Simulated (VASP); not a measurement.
# NaMo32S64 (a cell with a defect) in VASP: further runs

Runs on NaMo32S64 (a cell with a defect). Level: PBE. Tasks: single point.

Program: VASP 6.6.1. These are calculated values, not measurements. Logs are shortened: lines on timing, memory, paths and dates and some standing lists are left out, and cuts for length are marked.

## (1) The cell of the first run

The cell holds a defect, 97 atoms: a = 12.489 Å, b = 12.489 Å, c = 12.083 Å, α = 90.00°, β = 90.00°, γ = 120.00°.

## (2) Single point, PBE

Contents of INCAR:

```
ALGO = Normal
EDIFF = 1E-6
ENCUT = 400
GGA = PE
GGA_COMPAT = F
ISIF = 2
ISMEAR = -1
ISYM = -1
KPAR = 1
LASPH = T
LCHARG = T
LELF = T
LREAL = Auto
LVHAR = T
LWAVE = F
NBANDS = 474
NELECT = 838.0
NELM = 120
PREC = Accurate
SIGMA = 0.01
```

Contents of KPOINTS:

```
explicit points
1
Reciprocal
  0.25000000   0.25000000   0.25000000 1
```

Contents of POSCAR:

```
NaMo32S64
1.0
   12.4893157300      0.0000001100      0.0000000000
   -6.2446579600     10.8160646400      0.0000000000
    0.0000000000      0.0000000000     12.0827026900
Mo S Na
32 64 1
Direct
    0.1599828092      0.0893766832      0.2558089096
    0.0896129131      0.1598689586      0.7440504191
    0.1576282401      0.3404484076      0.2623576928
    0.0893786246      0.4120246262      0.7451540629
    0.1605562091      0.5907082839      0.2559337161
    0.0905169363      0.6611154082      0.7478716668
    0.1609434107      0.8403389111      0.2517498839
    0.0903608080      0.9108269336      0.7462883290
    0.4122981974      0.0890821187      0.2551636897
    0.3405351524      0.1573655502      0.7369364478
    0.4103561866      0.3414095679      0.2592970365
    0.3415359621      0.4102856362      0.7400734115
    0.4136893601      0.5979281901      0.2648201385
    0.3402272354      0.6598696661      0.7479038616
    0.4109710244      0.8414580772      0.2548473697
    0.3402744413      0.9096403627      0.7463507322
    0.6613479411      0.0903585509      0.2521866240
    0.5908404331      0.1603629409      0.7437655490
    0.6600655697      0.3400521400      0.2521010471
    0.5982197181      0.4135875740      0.7343429883
    0.6605273691      0.5905029361      0.2540854541
    0.5906212059      0.6603326785      0.7455398209
    0.6618815880      0.8410741087      0.2540607080
    0.5900840170      0.9102286518      0.7492142472
    0.9110559191      0.0902304056      0.2534824433
    0.8405208887      0.1607831467      0.7482855642
    0.9098493364      0.3401176881      0.2535170382
    0.8416421374      0.4107666749      0.7450850386
    0.9104379574      0.5899426559      0.2506964772
    0.8412131385      0.6616920429      0.7456710002
    0.9108700765      0.8400705064      0.2512276498
    0.8402157565      0.9106814017      0.7486387965
    0.1697214922      0.0744159737      0.6121970547
    0.0747109538      0.1698480041      0.3874297928
    0.1774280411      0.0795317899      0.8729662784
    0.0796963060      0.1770778056      0.1266303607
    0.1714085608      0.3271405173      0.6138196222
    0.0731936969      0.4247475533      0.3878189442
    0.1712921970      0.3284896216      0.8695495759
    0.0783302917      0.4232529246      0.1265297210
    0.1740843656      0.5790542299      0.6170985243
    0.0755153672      0.6743610763      0.3825652355
    0.1732668864      0.5770261355      0.8781674326
    0.0787617560      0.6728092179      0.1220059814
    0.1730012151      0.8264124040      0.6168788715
    0.0761852546      0.9210896313      0.3827331615
    0.1739074872      0.8281745051      0.8775981891
    0.0783181171      0.9250752769      0.1219012035
    0.4249460394      0.0727694387      0.6118054205
    0.3273001018      0.1715418709      0.3859918695
    0.4232978296      0.0783184995      0.8730929884
    0.3287309136      0.1704378649      0.1306365836
    0.4254158770      0.3272589496      0.6074016045
    0.3273984768      0.4253060718      0.3918126699
    0.4374509821      0.3269502420      0.8558667928
    0.3268748996      0.4372993433      0.1428531384
    0.4242555094      0.5795937952      0.6148978578
    0.3255753541      0.6785542809      0.3893739771
    0.4235432797      0.5733111034      0.8753280016
    0.3287140038      0.6742364443      0.1274440032
    0.4244532421      0.8263463885      0.6180887002
    0.3260912110      0.9230677050      0.3841242410
    0.4225459544      0.8264823899      0.8787739194
    0.3287742591      0.9237859884      0.1225921086
    0.6746802438      0.0753241547      0.6173514479
    0.5794048375      0.1739899861      0.3830822556
    0.6727842525      0.0785661841      0.8778708102
    0.5771943130      0.1730541559      0.1219816491
    0.6790484205      0.3253129528      0.6102426907
    0.5794679163      0.4241458505      0.3847000228
    0.6740587573      0.3285551672      0.8721542084
    0.5737676430      0.4233438029      0.1243566145
    0.6781035241      0.5840014031      0.6111439791
    0.5838549233      0.6777440021      0.3883311640
    0.6732561106      0.5740891103      0.8727251899
    0.5745605290      0.6733135553      0.1267603813
    0.6740706367      0.8290034522      0.6181501930
    0.5789254703      0.9251784516      0.3836764935
    0.6728376661      0.8252413630      0.8786230426
    0.5771864806      0.9228263947      0.1229995505
    0.9212576279      0.0761086334      0.6172190272
    0.8267803709      0.1728749754      0.3830487366
    0.9252821454      0.0780831963      0.8780033964
    0.8283041128      0.1737726217      0.1223138596
    0.9235221965      0.3260118181      0.6160342757
    0.8266154873      0.4243341790      0.3818551295
    0.9238253784      0.3285249318      0.8775184056
    0.8266504315      0.4223959509      0.1211906837
    0.9255031435      0.5787349749      0.6162614600
    0.8290275235      0.6738545997      0.3816498774
    0.9227856708      0.5769559545      0.8769164707
    0.8256232287      0.6727880381      0.1211846420
    0.9235701098      0.8287491058      0.6169007209
    0.8288561103      0.9234048835      0.3828991012
    0.9242465392      0.8269981917      0.8777018910
    0.8272773101      0.9241499789      0.1220962758
    0.3101333990      0.3084545144      0.0000691071
```

Potentials or basis: VASP PAW PBE potentials, release 64 (Mo_sv, S, Na_pv).

Command:

```sh
$ cat potpaw_PBE.64/Mo_sv/POTCAR potpaw_PBE.64/S/POTCAR potpaw_PBE.64/Na_pv/POTCAR > POTCAR
$ mpirun -np 4 vasp_std > vasp.out
```

OUTCAR:

```text
EDIFF = 1E-6
   ENCUT = 400
   GGA = PE
   ISIF = 2
   ISMEAR = -1
   ISYM = -1
   LASPH = T
   LREAL = Auto
   NELECT = 838.0
   NELM = 120
   PREC = Accurate

 ion  position               nearest neighbor table
   1  0.160  0.089  0.256-  52 2.37  46 2.38  36 2.40  34 2.40  50 2.40  48 2.40  31 3.11  25 3.11
                             7 3.12  11 3.14   3 3.15   9 3.15
   2  0.090  0.160  0.744-  39 2.37  81 2.38  35 2.40  33 2.40  37 2.40  83 2.40  32 3.11   8 3.12
                            26 3.12  12 3.14   4 3.15  10 3.15
   3  0.158  0.340  0.262-  56 2.34  38 2.37  34 2.39  40 2.40  36 2.41  54 2.41  27 3.09  25 3.10
                             5 3.11  11 3.15   1 3.15  13 3.21
   4  0.089  0.412  0.745-  39 2.34  85 2.38  41 2.38  87 2.40  43 2.40  37 2.40  28 3.09   6 3.10
                            14 3.11  26 3.12   2 3.15  12 3.16
   5  0.161  0.591  0.256-  42 2.38  60 2.39  40 2.39  44 2.40  38 2.40  58 2.41   3 3.11   7 3.12
                            13 3.12  29 3.12  15 3.13  27 3.13
   6  0.091  0.661  0.748-  45 2.39  41 2.39  89 2.39  47 2.39  91 2.39  43 2.39   4 3.10  16 3.11
                            30 3.12  28 3.12   8 3.12  14 3.13
   7  0.161  0.840  0.252-  46 2.39  42 2.39  64 2.39  48 2.40  44 2.40  62 2.40   5 3.12  15 3.12
                             1 3.12  31 3.12   9 3.12  29 3.13
   8  0.090  0.911  0.746-  35 2.38  93 2.39  45 2.39  47 2.40  95 2.40  33 2.40  10 3.10  30 3.11
                             2 3.12   6 3.12  32 3.12  16 3.13
   9  0.412  0.089  0.255-  52 2.33  62 2.38  66 2.38  64 2.40  68 2.40  50 2.40  15 3.08  17 3.10
                            19 3.11   7 3.12   1 3.15  11 3.16
  10  0.341  0.157  0.737-  55 2.34  49 2.37  33 2.38  51 2.40  35 2.41  53 2.41  16 3.09   8 3.10
                            18 3.11   2 3.15  12 3.15  20 3.21
  11  0.410  0.341  0.259-  70 2.38  50 2.39  56 2.40  72 2.40  54 2.41  52 2.42  21 3.12  19 3.13
                             1 3.14   3 3.15   9 3.16  13 3.18
[... 104 lines left out ...]
  95  0.924  0.827  0.878-  32 2.39  30 2.40   8 2.40
  96  0.827  0.924  0.122-  31 2.39  23 2.40  25 2.40
  97  0.310  0.308  0.000-  55 2.29  56 2.30  52 2.43  39 2.45

IMPORTANT INFORMATION: All symmetrisations will be switched off!
NOSYMM: (Re-)initialisation of all symmetry stuff for point group C_1.

----------------------------------------------------------------------------------------

                                     Primitive cell

  volume of cell :    1632.1949

  direct lattice vectors                    reciprocal lattice vectors
    12.489315730  0.000000110  0.000000000     0.080068437  0.046227535  0.000000000
    -6.244657960 10.816064640  0.000000000    -0.000000001  0.092455068  0.000000000
     0.000000000  0.000000000 12.082702690     0.000000000  0.000000000  0.082762940

  length of vectors
    12.489315730 12.489315727 12.082702690     0.092455068  0.092455068  0.082762940

  position of ions in fractional coordinates (direct lattice)
     0.159982809  0.089376683  0.255808910
     0.089612913  0.159868959  0.744050419
     0.157628240  0.340448408  0.262357693
     0.089378625  0.412024626  0.745154063
     0.160556209  0.590708284  0.255933716
     0.090516936  0.661115408  0.747871667
[... 89 lines left out ...]
     0.827277310  0.924149979  0.122096276
     0.310133399  0.308454514  0.000069107

  ion indices of the primitive-cell ions
   primitive index   ion index
                 1           1
                 2           2
                 3           3
                 4           4
                 5           5
                 6           6
[... 89 lines left out ...]
                96          96
                97          97

----------------------------------------------------------------------------------------

 KPOINTS: explicit points

Read explicit list of k-points.

 Found      1 k-points:

 Following reciprocal coordinates:
            Coordinates               Weight
  0.250000  0.250000  0.250000      1.000000
[... 27 lines left out ...]
   TEBEG  =    0.0;   TEEND  =   0.0 temperature during run
   PSTRESS=    0.0 pullay stress
   NELECT =     838.0000    total number of electrons
   NUPDOWN=      -1.0000    fix difference up-down
   EMIN   =  10.00;   EMAX   =-10.00  energy-range for DOS
   EFERMI =   0.00;   METHOD = LEGACY
   ISMEAR =    -1;   SIGMA  =   0.01  broadening in eV -4-tet -1-fermi 0-gaus
   EFERMI_NEDOS =   21; number of points for ismear=-14 and -15
   IALGO  =     38    algorithm
   IMIX   =      4    mixing-type and parameters
     AMIX     =   0.40;   BMIX     =  1.00
     AMIX_MAG =   1.60;   BMIX_MAG =  1.00
  volume/ion in A,a.u.               =      16.83       113.55
  Fermi-wavevector in a.u.,A,eV,Ry     =   1.310888  2.477219 23.380614  1.718427
  Thomas-Fermi vector in A             =   2.441387
   LORBIT       =      0    0 simple, 1 ext, 2 COOP (PROOUT), +10 PAW based schemes
   GGA     = PE    functional components
   LHFCALC =     F    Hartree Fock is set to
   AEXX    =    0.0000 exact exchange contribution
   IVDW    =     0    specifies the selected vdW correction
   LEPSILON=     F    determine dielectric tensor
   LRPA    =     F    only Hartree local field effects (RPA)
 non-spin polarized calculation
  energy-cutoff  :      400.00
  volume of cell :     1632.19
 maximum number of plane-waves:     29647
 NGX is ok and might be reduce to    84
   NGX = 41   NGY = 41   NGZ = 39

 number of electron     837.9999919 magnetization

 Free energy of the ion-electron system (eV)
  ---------------------------------------------------
  ext. energy  EPLUGINS =         0.00000000
  ---------------------------------------------------
  free energy    TOTEN  =      -703.53488762 eV

  energy without entropy =     -703.53488762  energy(sigma->0) =     -703.53488762

 E-fermi :   8.0866     XC(G=0): -11.1358

 val. band max:        7.8132382098   @ k =   0.2500   0.2500   0.2500
 cond. band min:       9.1154548493   @ k =   0.2500   0.2500   0.2500
 fundamental gap:      1.3022166395
 Fermi energy:         8.0866408799

 k-point     1 :       0.2500    0.2500    0.2500
  band No.  band energies     occupation
      1     -53.2907      2.00000
      2     -53.2896      2.00000
      3     -53.2652      2.00000
      4     -53.2648      2.00000
      5     -53.2617      2.00000
      6     -53.2615      2.00000
[... 423 lines left out ...]
    430       9.6884      0.00000
    431       9.7042      0.00000
 [bands above 431 left out]

------------------------ aborting loop because EDIFF is reached ----------------------------------------

  FORCE on cell =-STRESS in cart. coord.  units (eV):
  Direction    XX          YY          ZZ          XY          YZ          ZX
  --------------------------------------------------------------------------------------
  -------------------------------------------------------------------------------------
  Total       63.4637282     66.2184367     50.9202976      2.2919357      2.0065043     -3.9138028
  in kB       62.2965726     65.0006195     49.9838271      2.2497849      1.9696029     -3.8418244
  external PRESSURE =      59.0936731 kB  Pullay stress =       0.0000000 kB

 VOLUME and BASIS-vectors are now :
 -----------------------------------------------------------------------------
  energy-cutoff  :      400.00
  volume of cell :     1632.19
      direct lattice vectors                 reciprocal lattice vectors
    12.489315730  0.000000110  0.000000000     0.080068437  0.046227535  0.000000000
    -6.244657960 10.816064640  0.000000000    -0.000000001  0.092455068  0.000000000
     0.000000000  0.000000000 12.082702690     0.000000000  0.000000000  0.082762940

 POSITION                                       TOTAL-FORCE (eV/Angst)
 -----------------------------------------------------------------------------------
      1.43995      0.96670      3.09086         0.020319     -0.007381      0.015209
      0.12088      1.72915      8.99014        -0.015910      0.010395     -0.013152
     -0.15731      3.68231      3.16999         0.062416      0.025502     -0.060007
     -1.45667      4.45649      9.00348        -0.040319      0.024601     -0.042846
     -1.68353      6.38914      3.09237         0.016051     -0.001328     -0.010313
     -2.99794      7.15067      9.03631        -0.012263      0.018757     -0.004582
[... 89 lines left out ...]
      4.56113      9.99567      1.47525         0.013812     -0.000407      0.011028
      1.94716      3.33626      0.00084        -0.491942     -0.761352     -0.007945
 -----------------------------------------------------------------------------------
    total drift:                                0.003452      0.002105      0.000190

  FREE ENERGIE OF THE ION-ELECTRON SYSTEM (eV)
  ---------------------------------------------------
  free  energy   TOTEN  =      -703.5348876245 eV

  energy  without entropy=     -703.5348876245  energy(sigma->0) =     -703.53488762
```

It took 5.8 min on 4 MPI ranks of Intel Xeon Platinum 8488C (Sapphire Rapids), shared host; peak memory 0.53 GiB.

Results:

```yaml
Free_energy: -703.5349 eV
Largest_force: 0.906 eV/Å
```

Forces in eV/Å, atoms in the order of the input:
```
Mo   0.020 -0.007  0.015
Mo  -0.016  0.010 -0.013
Mo   0.062  0.026 -0.060
Mo  -0.040  0.025 -0.043
Mo   0.016 -0.001 -0.010
Mo  -0.012  0.019 -0.005
Mo   0.012 -0.002  0.014
Mo  -0.002  0.005  0.008
Mo   0.041 -0.020  0.041
Mo  -0.009  0.069  0.064
Mo   0.036 -0.001 -0.007
Mo  -0.019  0.028  0.008
Mo   0.028 -0.002 -0.028
Mo  -0.009  0.014 -0.001
Mo   0.014 -0.007  0.006
Mo  -0.011  0.016  0.011
Mo   0.021  0.000  0.005
Mo  -0.007  0.012  0.011
Mo   0.013 -0.001 -0.003
Mo  -0.016  0.021  0.030
Mo   0.009 -0.006 -0.009
Mo  -0.008  0.007  0.007
Mo   0.014  0.014 -0.002
Mo  -0.006  0.010 -0.002
Mo   0.006  0.001 -0.008
Mo  -0.008  0.008 -0.015
Mo   0.018 -0.001 -0.012
Mo  -0.012  0.011 -0.006
Mo   0.011 -0.002  0.001
Mo   0.006  0.019  0.001
Mo   0.010 -0.003  0.004
Mo  -0.006  0.008 -0.006
S    0.028  0.036  0.038
S    0.018  0.034 -0.035
S   -0.031  0.012  0.010
S    0.026 -0.015 -0.008
S   -0.002  0.017  0.002
S    0.046 -0.010 -0.046
S   -0.125  0.028 -0.068
S    0.018  0.009 -0.014
S   -0.008  0.032 -0.008
S    0.016 -0.011 -0.014
S   -0.017  0.010 -0.028
S    0.007  0.005  0.013
S   -0.006  0.027  0.016
S    0.009 -0.003 -0.002
S   -0.008  0.006 -0.007
S    0.013 -0.010  0.020
S   -0.036  0.042  0.048
S    0.021 -0.006 -0.003
S    0.004  0.015  0.014
S    0.087 -0.093  0.075
S   -0.009  0.026  0.051
S    0.026  0.003 -0.044
S    0.007  0.118  0.061
S    0.119  0.048 -0.041
S   -0.003  0.003  0.017
S    0.020 -0.016 -0.025
S   -0.016  0.010  0.011
S    0.014  0.005  0.000
S   -0.013  0.019  0.015
S    0.020 -0.022  0.010
S   -0.006  0.010 -0.012
S    0.020 -0.011  0.028
S   -0.021  0.010  0.011
S    0.029  0.007  0.004
S    0.004  0.008 -0.013
S    0.020 -0.010  0.026
S   -0.031  0.012  0.026
S    0.014 -0.004 -0.016
S    0.007  0.012  0.001
S    0.003 -0.010 -0.014
S   -0.010  0.002  0.024
S    0.013 -0.005 -0.023
S    0.002  0.039  0.003
S    0.026  0.015 -0.001
S   -0.009  0.002  0.013
S    0.014 -0.002 -0.008
S   -0.005  0.015 -0.012
S    0.015  0.001  0.015
S   -0.006  0.006  0.000
S    0.023  0.008 -0.017
S   -0.015  0.007 -0.020
S    0.011 -0.004  0.006
S   -0.034  0.004 -0.013
S    0.020 -0.004 -0.019
S   -0.014  0.012 -0.029
S    0.011  0.001  0.009
S   -0.013  0.011  0.007
S    0.007 -0.008 -0.015
S   -0.003  0.012 -0.016
S    0.013  0.002  0.011
S    0.003  0.016  0.012
S    0.014  0.009 -0.013
S   -0.008  0.013 -0.012
S    0.014  0.000  0.011
Na  -0.492 -0.761 -0.008
```

Caveat: the cell carries a net charge on a neutralising background, which shifts energy and pressure; the cell is charged against a uniform background, so pressure and absolute levels hang on convention.

(Continued in part 2 of 2.)
